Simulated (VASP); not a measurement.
# SnO2 (Pnnm) in VASP: notebook, part 2 of 2

VASP 6.6.1.

## (4) Single point, PBEsol

This run uses another cell than the first one, of 12.50 Å³/atom.

INCAR reads:

```
SYSTEM = SnO2
ALGO     = Normal         ! electronic algorithm
EDIFF    = 1E-7           ! SCF threshold, eV
ENCUT    = 520            ! plane-wave cutoff, eV
GGA      = PS             ! functional
ISIF     = 2              ! what is computed and relaxed
ISMEAR   = 0              ! smearing method
LASPH    = .True.         ! aspherical terms in the spheres
LCHARG   = .True.         ! write CHGCAR
LELF     = .True.         ! ELF
LREAL    = .False.        ! projectors in reciprocal space
LVHAR    = .True.       
LWAVE    = .False.        ! write WAVECAR
NBANDS   = 35             ! bands
NELM     = 80             ! most SCF steps
PREC     = Accurate       ! precision mode
SIGMA    = 0.02           ! smearing width, eV
```

KPOINTS reads:

```
k-points
0
Gamma
  6 6 8
  0 0 0
```

POSCAR reads:

```
SnO2
1.0
    4.8640307967      0.0000000000      0.0000000000
    0.0000000000      4.8654671216      0.0000000000
    0.0000000000      0.0000000000      3.1699651281
Sn O
2 4
Direct
    0.5000000000      0.5000000000      0.5000000000
    0.0000000000      0.0000000000      0.0000000000
    0.3064822176      0.3065766925      0.0000000000
    0.8064822176      0.1934233075      0.5000000000
    0.1935177824      0.8065766925      0.5000000000
    0.6935177824      0.6934233075      0.0000000000
```

Potentials or basis: VASP PAW PBE potentials, release 64 (Sn_d, O).

Launch:

```sh
> cat potpaw_PBE.64/Sn_d/POTCAR potpaw_PBE.64/O/POTCAR > POTCAR
> mpirun -np 1 vasp_std > vasp.out
```

OUTCAR:

```text
SYSTEM = SnO2
   EDIFF = 1E-7
   ENCUT = 520
   GGA = PS
   ISIF = 2
   ISMEAR = 0
   LASPH = .True.
   LREAL = .False.
   NELM = 80
   PREC = Accurate

 ion  position               nearest neighbor table
   1  0.500  0.500  0.500-   3 2.07   6 2.07   3 2.07   6 2.07   5 2.11   4 2.11
   2  0.000  0.000  0.000-   4 2.07   5 2.07   4 2.07   5 2.07   3 2.11   6 2.11
   3  0.306  0.307  0.000-   1 2.07   1 2.07   2 2.11
   4  0.806  0.193  0.500-   2 2.07   2 2.07   1 2.11
   5  0.194  0.807  0.500-   2 2.07   2 2.07   1 2.11
   6  0.694  0.693  0.000-   1 2.07   1 2.07   2 2.11

  LATTYP: Found a simple orthorhombic cell.
 ALAT       =     3.1699651281
 B/A-ratio  =     1.5344114525
 C/A-ratio  =     1.5348645569

  Lattice vectors:

 A1 = (   0.0000000000,   0.0000000000,   3.1699651281)
 A2 = (   4.8640307967,   0.0000000000,   0.0000000000)
 A3 = (   0.0000000000,   4.8654671216,   0.0000000000)

Analysis of symmetry for initial positions (statically):
=====================================================================
 Subroutine PRICEL returns:
 Original cell was already a primitive cell.

 Routine SETGRP: Setting up the symmetry group for a
 simple orthorhombic supercell.

 Subroutine GETGRP returns: Found  8 space group operations
 (whereof  4 operations were pure point group operations)
 out of a pool of  8 trial point group operations.

The static configuration has the point symmetry C_2h.
 The point group associated with its full space group is D_2h.

Analysis of symmetry for dynamics (positions and initial velocities):
=====================================================================
 Subroutine PRICEL returns:
 Original cell was already a primitive cell.

[... 127 lines left out ...]
   NELECT =      52.0000    total number of electrons
   NUPDOWN=      -1.0000    fix difference up-down
   EMIN   =  10.00;   EMAX   =-10.00  energy-range for DOS
   EFERMI =   0.00;   METHOD = LEGACY
   ISMEAR =     0;   SIGMA  =   0.02  broadening in eV -4-tet -1-fermi 0-gaus
   EFERMI_NEDOS =   21; number of points for ismear=-14 and -15
   IALGO  =     38    algorithm
   IMIX   =      4    mixing-type and parameters
     AMIX     =   0.40;   BMIX     =  1.00
     AMIX_MAG =   1.60;   BMIX_MAG =  1.00
  volume/ion in A,a.u.               =      12.50        84.38
  Fermi-wavevector in a.u.,A,eV,Ry     =   1.448830  2.737892 28.560112  2.099109
  Thomas-Fermi vector in A             =   2.566626
   LORBIT       =      0    0 simple, 1 ext, 2 COOP (PROOUT), +10 PAW based schemes
   GGA     = PS    functional components
   LHFCALC =     F    Hartree Fock is set to
   AEXX    =    0.0000 exact exchange contribution
   IVDW    =     0    specifies the selected vdW correction
   LEPSILON=     F    determine dielectric tensor
   LRPA    =     F    only Hartree local field effects (RPA)
 non-spin polarized calculation
 Gauss-broadening in eV      SIGMA  =   0.02
  energy-cutoff  :      520.00
  volume of cell :       75.02
 maximum number of plane-waves:      2044
   NGX = 19   NGY = 19   NGZ = 11

 number of electron      51.9999999 magnetization

 Free energy of the ion-electron system (eV)
  ---------------------------------------------------
  ext. energy  EPLUGINS =         0.00000000
  ---------------------------------------------------
  free energy    TOTEN  =       -39.62633007 eV

  energy without entropy =      -39.62633007  energy(sigma->0) =      -39.62633007

 E-fermi :   5.6428     XC(G=0): -11.2683

 val. band max:        5.4579469471   @ k =   0.0000   0.0000   0.0000
 cond. band min:       6.2105650310   @ k =   0.0000   0.0000   0.0000
 fundamental gap:      0.7526180839
 Fermi energy:         5.6428171656

 k-point     1 :       0.0000    0.0000    0.0000
  band No.  band energies     occupation
      1     -15.5280      2.00000
      2     -14.8882      2.00000
      3     -14.6034      2.00000
      4     -14.5753      2.00000
      5     -14.5753      2.00000
      6     -14.4759      2.00000
[... 901 lines left out ...]
     34      17.2779      0.00000
     35      17.5319      0.00000

 [... further k-points ...]
[... 5 lines left out ...]
  --------------------------------------------------------------------------------------
  -------------------------------------------------------------------------------------
  Total       -2.2807714     -2.2906402      0.3971762     -0.0000000      0.0000000      0.0000000
  in kB      -48.7098728    -48.9206390      8.4823935     -0.0000000      0.0000000      0.0000000
  external PRESSURE =     -29.7160394 kB  Pullay stress =       0.0000000 kB

 VOLUME and BASIS-vectors are now :
 -----------------------------------------------------------------------------
  energy-cutoff  :      520.00
  volume of cell :       75.02
      direct lattice vectors                 reciprocal lattice vectors
     4.864030797  0.000000000  0.000000000     0.205590804  0.000000000  0.000000000
     0.000000000  4.865467122  0.000000000     0.000000000  0.205530111  0.000000000
     0.000000000  0.000000000  3.169965128     0.000000000  0.000000000  0.315460884

 POSITION                                       TOTAL-FORCE (eV/Angst)
 -----------------------------------------------------------------------------------
      2.43202      2.43273      1.58498         0.000000     -0.000000      0.000000
      0.00000      0.00000      0.00000         0.000000     -0.000000      0.000000
      1.49074      1.49164      0.00000        -0.017195     -0.017259     -0.000000
      3.92275      0.94109      1.58498        -0.017195      0.017259     -0.000000
      0.94128      3.92437      1.58498         0.017195     -0.017259      0.000000
      3.37329      3.37383      0.00000         0.017195      0.017259      0.000000
 -----------------------------------------------------------------------------------
    total drift:                               -0.000000      0.000000     -0.000000

  FREE ENERGIE OF THE ION-ELECTRON SYSTEM (eV)
  ---------------------------------------------------
  free  energy   TOTEN  =       -39.6263300662 eV

  energy  without entropy=      -39.6263300662  energy(sigma->0) =      -39.62633007
```

OSZICAR:

```text
N       E                     dE             d eps       ncg     rms          rms(c)
DAV:   1     0.631813079082E+03    0.63181E+03   -0.25477E+04  6159   0.228E+03
DAV:   2     0.552386068496E+02   -0.57657E+03   -0.54339E+03  6112   0.608E+02
DAV:   3    -0.398535863952E+02   -0.95092E+02   -0.93240E+02  6061   0.206E+02
DAV:   4    -0.448848226175E+02   -0.50312E+01   -0.49945E+01  7168   0.511E+01
DAV:   5    -0.450169063119E+02   -0.13208E+00   -0.13188E+00  7056   0.874E+00    0.147E+01
DAV:   6    -0.396335148523E+02    0.53834E+01   -0.14973E+01  8823   0.616E+01    0.602E+00
DAV:   7    -0.396820376930E+02   -0.48523E-01   -0.17287E+00  6476   0.725E+00    0.312E+00
DAV:   8    -0.396358657955E+02    0.46172E-01   -0.18052E-01  8335   0.357E+00    0.695E-01
DAV:   9    -0.396257817533E+02    0.10084E-01   -0.29114E-02  8844   0.274E+00    0.117E-01
DAV:  10    -0.396262925778E+02   -0.51082E-03   -0.36531E-03  7667   0.530E-01    0.436E-02
DAV:  11    -0.396263315807E+02   -0.39003E-04   -0.12952E-04  8889   0.952E-02    0.223E-02
DAV:  12    -0.396263322973E+02   -0.71655E-06   -0.76786E-06  8492   0.240E-02    0.132E-02
DAV:  13    -0.396263299748E+02    0.23224E-05   -0.81792E-06  8085   0.320E-02    0.260E-03
DAV:  14    -0.396263300662E+02   -0.91324E-07   -0.64102E-07  6734   0.594E-03
   1 F= -.39626330E+02 E0= -.39626330E+02  d E =-.306097E-41
```

stdout:

```text
POSCAR found type information on POSCAR SnO
 POSCAR found :  2 types and       6 ions
 scaLAPACK will be used
 -----------------------------------------------------------------------------
|                                                                             |
|                                                                             |
|     You enforced a specific xc type in the INCAR file but a different       |
|     I HOPE YOU KNOW WHAT YOU ARE DOING!                                     |
|                                                                             |
 -----------------------------------------------------------------------------

 LDA part: xc-table for (Slater+PW92), standard interpolation
 POSCAR, INCAR and KPOINTS ok, starting setup
 FFT: planning ... GRIDC
 FFT: planning ... GRID_SOFT
 FFT: planning ... GRID
 WAVECAR not read
 entering main loop
```

Run time: 2.1 min. Hardware: 1 thread of AMD EPYC 9R45 (Zen 5), shared host; peak memory 0.26 GiB.

Results:

```
Free energy            : -39.6263 eV
Pressure               : -3.0 GPa
Largest force          : 0.024 eV/Å
Band gap on the k mesh : 0.75 eV
```

Forces in eV/Å, atoms in the order of the input:
```
Sn   0.000  0.000  0.000
Sn   0.000  0.000  0.000
O   -0.017 -0.017  0.000
O   -0.017  0.017  0.000
O    0.017 -0.017  0.000
O    0.017  0.017  0.000
```

Levels at points of the mesh, in eV from the valence-band top:
| k point | band 23 | band 24 | band 25 | band 26 | band 27 | band 28 | band 29 | band 30 |
| --- | --- | --- | --- | --- | --- | --- | --- | --- |
| (0.00, 0.00, 0.00) | -1.20 | -0.80 | -0.80 | 0.00 | 0.75 | 5.89 | 6.11 | 6.12 |
| (0.50, 0.00, 0.00) | -1.16 | -1.16 | -0.65 | -0.65 | 3.89 | 3.89 | 6.89 | 6.89 |
| (0.00, 0.50, 0.00) | -1.16 | -1.16 | -0.65 | -0.65 | 3.89 | 3.89 | 6.89 | 6.89 |
| (0.50, 0.50, 0.00) | -1.27 | -1.27 | -0.93 | -0.93 | 4.35 | 4.35 | 7.20 | 7.20 |
| (0.00, 0.00, 0.50) | -1.56 | -1.56 | -1.22 | -1.22 | 5.61 | 5.61 | 9.15 | 9.15 |
| (0.50, 0.00, 0.50) | -1.07 | -1.07 | -0.81 | -0.81 | 5.85 | 5.85 | 7.34 | 7.34 |
| (0.00, 0.50, 0.50) | -1.07 | -1.07 | -0.81 | -0.81 | 5.84 | 5.84 | 7.34 | 7.34 |
| (0.50, 0.50, 0.50) | -0.97 | -0.97 | -0.83 | -0.83 | 4.29 | 4.29 | 8.44 | 8.44 |

Caveat: the stress differs along the axes, from -5 to 1 GPa; semilocal functionals underestimate gaps, and a narrow one can read as zero; the PAW data sets were made with another functional, which shifts forces and pressure a little; spin-orbit coupling is left out, which moves the levels of the heavy elements.

## (5) Single point, PBEsol (biaxial strain in the a-b plane: +4.0 %, then relaxed in part)

INCAR reads:

```
SYSTEM = SnO2
PREC     = Accurate       ! precision mode
ENCUT    = 520            ! plane-wave cutoff, eV
EDIFF    = 1E-6           ! SCF threshold, eV
ISMEAR   = 0              ! smearing method
SIGMA    = 0.02           ! smearing width, eV
LREAL    = .FALSE.        ! projectors in reciprocal space
LASPH    = .TRUE.         ! aspherical terms in the spheres
NELM     = 100            ! most SCF steps
ALGO     = Normal         ! electronic algorithm
ISIF     = 2              ! what is computed and relaxed
LWAVE    = .FALSE.        ! write WAVECAR
LCHARG   = .FALSE.        ! write CHGCAR
GGA      = PS             ! functional
NBANDS   = 35             ! bands
```

KPOINTS reads:

```
regular mesh
0
G
  6 6 8
  0 0 0
```

POSCAR reads:

```
SnO2
1.0
    4.9594039495      0.0000000000      0.0000000000
    0.0000000000      4.9608684377      0.0000000000
    0.0000000000      0.0000000000      3.1349624049
Sn O
2 4
Direct
    0.5000000000      0.5000000000      0.5000000000
    0.0000000000      0.0000000000      0.0000000000
    0.3074638526      0.3075430387      0.0000000000
    0.8074638526      0.1924569613      0.5000000000
    0.1925361474      0.8075430387      0.5000000000
    0.6925361474      0.6924569613      0.0000000000
```

Launch:

```sh
> cat potpaw_PBE.64/Sn_d/POTCAR potpaw_PBE.64/O/POTCAR > POTCAR
> mpirun -np 1 vasp_std > vasp.out
```

Run time: 2 min. Hardware: 1 thread of AMD EPYC 9R45 (Zen 5), shared host; peak memory 0.27 GiB.

It converged, with:

```yaml
Free_energy: -39.4919 eV
Pressure: -6.0 GPa
Largest_force: 0.034 eV/Å
Band_gap_on_the_k_mesh: 0.63 eV
```

Forces in eV/Å, atoms in the order of the input:
```
Sn   0.000  0.000  0.000
Sn   0.000  0.000  0.000
O   -0.024 -0.024  0.000
O   -0.024  0.024  0.000
O    0.024 -0.024  0.000
O    0.024  0.024  0.000
```

Stress tensor (GPa, compression positive):
```
-9.37  0.00  0.00
 0.00 -9.39  0.00
 0.00  0.00  0.76
```

Levels at points of the mesh, in eV from the valence-band top:
```
           k point  band 24  band 25  band 26  band 27  band 28  band 29
(0.00, 0.00, 0.00)    -0.80    -0.80     0.00     0.63     5.86     6.17
(0.50, 0.00, 0.00)    -1.09    -0.67    -0.67     3.66     3.66     6.96
(0.00, 0.50, 0.00)    -1.09    -0.67    -0.67     3.66     3.66     6.96
(0.50, 0.50, 0.00)    -1.17    -0.94    -0.94     4.16     4.16     7.16
(0.00, 0.00, 0.50)    -1.46    -1.17    -1.17     5.37     5.37     8.87
(0.50, 0.00, 0.50)    -1.03    -0.86    -0.86     5.57     5.57     6.98
(0.00, 0.50, 0.50)    -1.03    -0.86    -0.86     5.57     5.57     6.98
(0.50, 0.50, 0.50)    -0.96    -0.83    -0.83     4.09     4.09     8.24
```

Caveat: the cell differs from its parent crystal (biaxial strain in the a-b plane: +4.0 %, then relaxed in part); the stress differs along the axes, from -9 to 1 GPa; semilocal functionals underestimate gaps, and a narrow one can read as zero; the PAW data sets were made with another functional, which shifts forces and pressure a little; spin-orbit coupling is left out, which moves the levels of the heavy elements.

## (6) Single point, PBEsol (biaxial strain in the a-b plane: +4.0 %)

INCAR reads:

```
PREC = Accurate
ENCUT = 520
EDIFF = 1E-7
ISMEAR = 0
SIGMA = 0.02
LREAL = F
LASPH = T
NELM = 80
ALGO = Normal
ISIF = 2
LWAVE = F
LCHARG = F
GGA = PS
NBANDS = 35
```

KPOINTS reads:

```
Automatic mesh
0
Gamma
  6 6 8
```

POSCAR reads:

```
SnO2
1.0
    4.9594039495      0.0000000000      0.0000000000
    0.0000000000      4.9608684377      0.0000000000
    0.0000000000      0.0000000000      3.1348916419
Sn O
2 4
Direct
    0.5000000000      0.5000000000      0.5000000000
    0.0000000000      0.0000000000      0.0000000000
    0.3064822176      0.3065766925      0.0000000000
    0.8064822176      0.1934233075      0.5000000000
    0.1935177824      0.8065766925      0.5000000000
    0.6935177824      0.6934233075      0.0000000000
```

Potentials or basis: VASP PAW PBE potentials, release 64 (Sn_d, O).

Launch:

```sh
> cat potpaw_PBE.64/Sn_d/POTCAR potpaw_PBE.64/O/POTCAR > POTCAR
> mpirun -np 1 vasp_std > vasp.out
```

Wall time 2.4 min (1 thread of AMD EPYC 9R45 (Zen 5), shared host); peak memory 0.27 GiB.

It converged, with:

| Property | Result |
| --- | --- |
| Free energy | -39.4911 eV |
| Pressure | -6.3 GPa |
| Largest force | 0.088 eV/Å |
| Band gap on the k mesh | 0.60 eV |

Forces in eV/Å, atoms in the order of the input:
```
Sn   0.000  0.000  0.000
Sn   0.000  0.000  0.000
O    0.062  0.062  0.000
O    0.062 -0.062  0.000
O   -0.062  0.062  0.000
O   -0.062 -0.062  0.000
```

Stress tensor (GPa, compression positive):
```
-9.61  0.00  0.00
 0.00 -9.63  0.00
 0.00  0.00  0.45
```

Levels at points of the mesh, in eV from the valence-band top:
```csv
k point,band 22,band 23,band 24,band 25,band 26,band 27,band 28,band 29,band 30,band 31
"(0.00, 0.00, 0.00)",-1.13,-1.13,-0.81,-0.81,0.00,0.60,5.88,6.16,6.16,9.77
"(0.50, 0.00, 0.00)",-1.94,-1.09,-1.09,-0.67,-0.67,3.65,3.65,6.97,6.97,9.70
"(0.00, 0.50, 0.00)",-1.94,-1.09,-1.09,-0.67,-0.67,3.65,3.65,6.97,6.97,9.70
"(0.50, 0.50, 0.00)",-1.82,-1.18,-1.18,-0.94,-0.94,4.16,4.16,7.16,7.16,9.74
"(0.00, 0.00, 0.50)",-2.60,-1.47,-1.47,-1.17,-1.17,5.34,5.34,8.83,8.83,9.77
"(0.50, 0.00, 0.50)",-1.66,-1.03,-1.03,-0.87,-0.87,5.54,5.54,6.96,6.96,10.82
"(0.00, 0.50, 0.50)",-1.66,-1.03,-1.03,-0.87,-0.87,5.54,5.54,6.96,6.96,10.82
"(0.50, 0.50, 0.50)",-2.55,-0.95,-0.95,-0.83,-0.83,4.02,4.02,8.27,8.27,10.15
```

Caveat: the cell differs from its parent crystal (biaxial strain in the a-b plane: +4.0 %); the stress differs along the axes, from -10 to 0 GPa; semilocal functionals underestimate gaps, and a narrow one can read as zero; the PAW data sets were made with another functional, which shifts forces and pressure a little; spin-orbit coupling is left out, which moves the levels of the heavy elements.

## (7) Summary

```tsv
cell	gap on the mesh (eV)	pressure (GPa)	largest force (eV/Å)
a = 4.769, b = 4.770, c = 3.405 Å, 6 atoms, atomic positions A	0.11	-10.9	-
a = 4.864, b = 4.865, c = 3.170 Å, 6 atoms, atomic positions B	0.75	-3.0	0.02
a = 4.959, b = 4.961, c = 3.135 Å, 6 atoms, atomic positions C	0.63	-6.0	0.03
a = 4.959, b = 4.961, c = 3.135 Å, 6 atoms, atomic positions B	0.60	-6.3	0.09
```

Alike in all rows: task single point; level PBEsol; potentials or basis VASP PAW PBE potentials, release 64 (Sn_d, O); no spin polarisation; k mesh 6 × 6 × 8; cutoff (eV) 520; smearing gaussian 0.02 eV.

Caveats: semilocal functionals underestimate gaps, and a narrow one can read as zero; the PAW data sets were made with another functional, which shifts forces and pressure a little; spin-orbit coupling is left out, which moves the levels of the heavy elements; the stress differs along the axes, from -19 to -7 GPa (at least some runs); the stress differs along the axes, from -5 to 1 GPa (at least some runs); the stress differs along the axes, from -9 to 1 GPa (at least some runs); the stress differs along the axes, from -10 to 0 GPa (at least some runs).

Total energies depend on the potentials used, so only differences within one code and one set of settings carry meaning.
